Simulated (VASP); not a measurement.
# Rh (Fd-3m) in VASP: single point with LDA

Aim: the single point of Rh with LDA.

Everything below comes from runs of VASP 6.6.1. Logs are shortened: lines on timing, memory, paths and dates and some standing lists are left out, and cuts for length are marked.

## Step 1: The cell of the first run

It takes space group Fd-3m (No. 227, cubic). The conventional cell has a = 5.397 Å, b = 5.397 Å, c = 5.397 Å, α = 90.00°, β = 90.00°, γ = 90.00°. Within 3.1 Å of Rh (site symmetry -43m) lie 4 Rh at 2.34 Å.

## Step 2: Single point, LDA

Contents of INCAR:

```
ALGO     = Normal         # electronic algorithm
EDIFF    = 1E-6           # SCF threshold, eV
ENCUT    = 520            # plane-wave cutoff, eV
GGA      = CA             # functional
ISIF     = 2              # what is computed and relaxed
ISMEAR   = -1             # smearing method
LASPH    = T              # aspherical terms in the spheres
LCHARG   = F              # write CHGCAR
LREAL    = F              # projectors in reciprocal space
LWAVE    = F              # write WAVECAR
NBANDS   = 22             # bands
NELM     = 80             # most SCF steps
PREC     = Accurate       # precision mode
SIGMA    = 0.13605693000000002 # smearing width, eV
```

Contents of KPOINTS:

```
k-points
0
Gamma
  9 9 9
```

Contents of POSCAR:

```
Rh
1.0
    0.0000000000      2.6983071235      2.6983071235
    2.6983071235      0.0000000000      2.6983071235
    2.6983071235      2.6983071235      0.0000000000
Rh
2
Direct
    0.0000000000      0.0000000000      0.0000000000
    0.2500000000      0.2500000000      0.2500000000
```

Potentials or basis: VASP PAW LDA potentials, release 64 (Rh_pv).

The run is started by

```bash
cat potpaw_LDA.64/Rh_pv/POTCAR > POTCAR
mpirun -np 1 vasp_std > vasp.out
```

OUTCAR:

```text
EDIFF = 1E-6
   ENCUT = 520
   GGA = CA
   ISIF = 2
   ISMEAR = -1
   LASPH = T
   LREAL = F
   NELM = 80
   PREC = Accurate

 ion  position               nearest neighbor table
   1  0.000  0.000  0.000-   2 2.34   2 2.34   2 2.34   2 2.34
   2  0.250  0.250  0.250-   1 2.34   1 2.34   1 2.34   1 2.34

  LATTYP: Found a face centered cubic cell.
 ALAT       =     5.3966142470

  Lattice vectors:

 A1 = (   0.0000000000,   2.6983071235,   2.6983071235)
 A2 = (   2.6983071235,   0.0000000000,   2.6983071235)
 A3 = (   2.6983071235,   2.6983071235,   0.0000000000)

Analysis of symmetry for initial positions (statically):
[... 6 lines left out ...]

 Subroutine GETGRP returns: Found 48 space group operations
 (whereof 24 operations were pure point group operations)
 out of a pool of 48 trial point group operations.

The static configuration has the point symmetry T_d .
 The point group associated with its full space group is O_h .

Analysis of symmetry for dynamics (positions and initial velocities):
[... 6 lines left out ...]

 Subroutine GETGRP returns: Found 48 space group operations
 (whereof 24 operations were pure point group operations)
 out of a pool of 48 trial point group operations.

The dynamic configuration has the point symmetry T_d .
 The point group associated with its full space group is O_h .

 Subroutine INISYM returns: Found 48 space group operations
 (whereof 24 operations are pure point group operations),
 and found     1 'primitive' translations

----------------------------------------------------------------------------------------

                                     Primitive cell

  volume of cell :      39.2920

  direct lattice vectors                    reciprocal lattice vectors
     0.000000000  2.698307123  2.698307123    -0.185301368  0.185301368  0.185301368
     2.698307123  0.000000000  2.698307123     0.185301368 -0.185301368  0.185301368
     2.698307123  2.698307123  0.000000000     0.185301368  0.185301368 -0.185301368

  length of vectors
     3.815982530  3.815982530  3.815982530     0.320951383  0.320951383  0.320951383

  position of ions in fractional coordinates (direct lattice)
     0.000000000  0.000000000  0.000000000
     0.250000000  0.250000000  0.250000000

  ion indices of the primitive-cell ions
   primitive index   ion index
                 1           1
                 2           2

[... 55 lines left out ...]
   total plane-waves  NPLWV =  21952
   dimension x,y,z NGX =    28 NGY =   28 NGZ =   28
   dimension x,y,z NGXF=    56 NGYF=   56 NGZF=   56
   ions per type =               2
   NGX,Y,Z   is equivalent  to a cutoff of  12.20, 12.20, 12.20 a.u.
   NGXF,Y,Z  is equivalent  to a cutoff of  24.40, 24.40, 24.40 a.u.
 SYSTEM =  unknown system
   PREC   = accura    normal or accurate (medium, high low for compatibility)
   ISTART =      0    job   : 0-new  1-cont  2-samecut
   ICHARG =      2    charge: 1-file 2-atom 10-const
   ISPIN  =      1    spin polarized calculation?
   LNONCOLLINEAR =      F non collinear calculations
   LSORBIT =      F    spin-orbit coupling
   LASPH  =      T    aspherical Exc in radial PAW
   ENCUT  =  520.0 eV  38.22 Ry    6.18 a.u.   7.10  7.10  7.10*2*pi/ulx,y,z
   NELM   =     80;   NELMIN=  2; NELMDL= -5     # of ELM steps
   EDIFF  = 0.1E-05   stopping-criterion for ELM
   LREAL  =      F    real-space projection
   EDIFFG = 0.1E-04   stopping-criterion for IOM
   NSW    =      0    number of steps for IOM
   IBRION =     -1    ionic relax: 0-MD 1-quasi-New 2-CG
   NFREE  =      0    steps in history (QN), initial steepest desc. (CG)
   ISIF   =      2    stress and relaxation
   ISYM   =      2    0-nonsym 1-usesym 2-fastsym
   POTIM  = 0.5000    time-step for ionic-motion
   TEBEG  =    0.0;   TEEND  =   0.0 temperature during run
   PSTRESS=    0.0 pullay stress
   NELECT =      30.0000    total number of electrons
   NUPDOWN=      -1.0000    fix difference up-down
   EMIN   =  10.00;   EMAX   =-10.00  energy-range for DOS
   EFERMI =   0.00;   METHOD = LEGACY
   ISMEAR =    -1;   SIGMA  =   0.14  broadening in eV -4-tet -1-fermi 0-gaus
   EFERMI_NEDOS =   21; number of points for ismear=-14 and -15
   IALGO  =     38    algorithm
   IMIX   =      4    mixing-type and parameters
     AMIX     =   0.40;   BMIX     =  1.00
     AMIX_MAG =   1.60;   BMIX_MAG =  1.00
  volume/ion in A,a.u.               =      19.65       132.58
  Fermi-wavevector in a.u.,A,eV,Ry     =   1.496283  2.827566 30.461596  2.238864
  Thomas-Fermi vector in A             =   2.608320
   LORBIT       =      0    0 simple, 1 ext, 2 COOP (PROOUT), +10 PAW based schemes
   GGA     = CA    functional components
   LHFCALC =     F    Hartree Fock is set to
   AEXX    =    0.0000 exact exchange contribution
   IVDW    =     0    specifies the selected vdW correction
   LEPSILON=     F    determine dielectric tensor
   LRPA    =     F    only Hartree local field effects (RPA)
 non-spin polarized calculation
  energy-cutoff  :      520.00
  volume of cell :       39.29
 maximum number of plane-waves:      1070
   NGX = 15   NGY = 15   NGZ = 15

 number of electron      29.9999994 magnetization

 Free energy of the ion-electron system (eV)
  ---------------------------------------------------
  ext. energy  EPLUGINS =         0.00000000
  ---------------------------------------------------
  free energy    TOTEN  =       -14.80805241 eV

  energy without entropy =      -14.63464786  energy(sigma->0) =      -14.72135013

 E-fermi :   6.8939     XC(G=0): -11.8247

 val. band max:        6.8821866143   @ k =   0.4444   0.1111   0.0000
 cond. band min:       6.9051073334   @ k =   0.4444   0.3333   0.0000
 fundamental gap:      0.0229207190
 Fermi energy:         6.8939339830

 k-point     1 :       0.0000    0.0000    0.0000
  band No.  band energies     occupation
      1     -40.2339      2.00000
      2     -40.2339      2.00000
      3     -40.2339      2.00000
      4     -39.4926      2.00000
      5     -39.4926      2.00000
      6     -39.4926      2.00000
[... 589 lines left out ...]
     21      17.5218      0.00000
     22      17.9437      0.00000

 [... further k-points ...]
[... 5 lines left out ...]
  --------------------------------------------------------------------------------------
  -------------------------------------------------------------------------------------
  Total        0.1121219      0.1121219      0.1121219      0.0000000     -0.0000000      0.0000000
  in kB        4.5719031      4.5719031      4.5719031      0.0000000     -0.0000000      0.0000000
  external PRESSURE =       4.5719031 kB  Pullay stress =       0.0000000 kB

 VOLUME and BASIS-vectors are now :
 -----------------------------------------------------------------------------
  energy-cutoff  :      520.00
  volume of cell :       39.29
      direct lattice vectors                 reciprocal lattice vectors
     0.000000000  2.698307123  2.698307123    -0.185301368  0.185301368  0.185301368
     2.698307123  0.000000000  2.698307123     0.185301368 -0.185301368  0.185301368
     2.698307123  2.698307123  0.000000000     0.185301368  0.185301368 -0.185301368

 POSITION                                       TOTAL-FORCE (eV/Angst)
 -----------------------------------------------------------------------------------
      0.00000      0.00000      0.00000         0.000000      0.000000      0.000000
      1.34915      1.34915      1.34915        -0.000000     -0.000000     -0.000000
 -----------------------------------------------------------------------------------
    total drift:                                0.000000      0.000000      0.000000

  FREE ENERGIE OF THE ION-ELECTRON SYSTEM (eV)
  ---------------------------------------------------
  free  energy   TOTEN  =       -14.8080524061 eV

  energy  without entropy=      -14.6346478623  energy(sigma->0) =      -14.72135013
```

stdout:

```text
POSCAR found type information on POSCAR Rh
 POSCAR found :  1 types and       2 ions
 scaLAPACK will be used
 LDA part: xc-table for (Slater(with rela. corr.)+CA(PZ))
 , standard interpolation
 POSCAR, INCAR and KPOINTS ok, starting setup
 FFT: planning ... GRIDC
 FFT: planning ... GRID_SOFT
 FFT: planning ... GRID
 WAVECAR not read
 entering main loop
```

It took 27 s on 1 thread of AMD EPYC 7R13, shared host; peak memory 0.12 GiB.

Results:

- Free energy: -14.8081 eV
- Pressure: 0.5 GPa
- Band gap on the k mesh: zero (band 15 reaches 7.55 eV, above the bottom of band 16 at 6.48 eV)
